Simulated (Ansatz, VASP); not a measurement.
# Two plane-wave programs on Al2O3

```
Al O
1.0
     3.01748    0.00000    0.00000
    -1.50874    2.61321    0.00000
     0.00000    0.00000    7.57464
Al O
2 3
Direct
  0.00000 0.00000 0.27795
  0.00000 0.00000 0.72205
  0.33333 0.66667 0.19945
  0.66667 0.33333 0.80055
  0.00000 0.00000 0.50000
```

Alike in both runs: task single point; functional BLYP; k mesh 7 × 7 × 3; no spin polarisation.

|  | VASP | Ansatz |
| --- | --- | --- |
| version | VASP 6.6.1 | Ansatz 0.2.0 |
| potentials or method | VASP PAW PBE potentials, release 64 (Al, O), cutoff 600 eV | plane waves, PAW |
| occupations | gaussian, width 0.01 eV | fixed |
| valence electrons in the cell | 24 | 24 |

Ansatz gave:

```
gap on the k mesh at the Fermi level (eV) : 2.49
```

Task: What did VASP give for the same quantities?

Result: gap on the k mesh at the Fermi level (eV): 2.46.

VASP's potentials were made for PBE, not for BLYP.
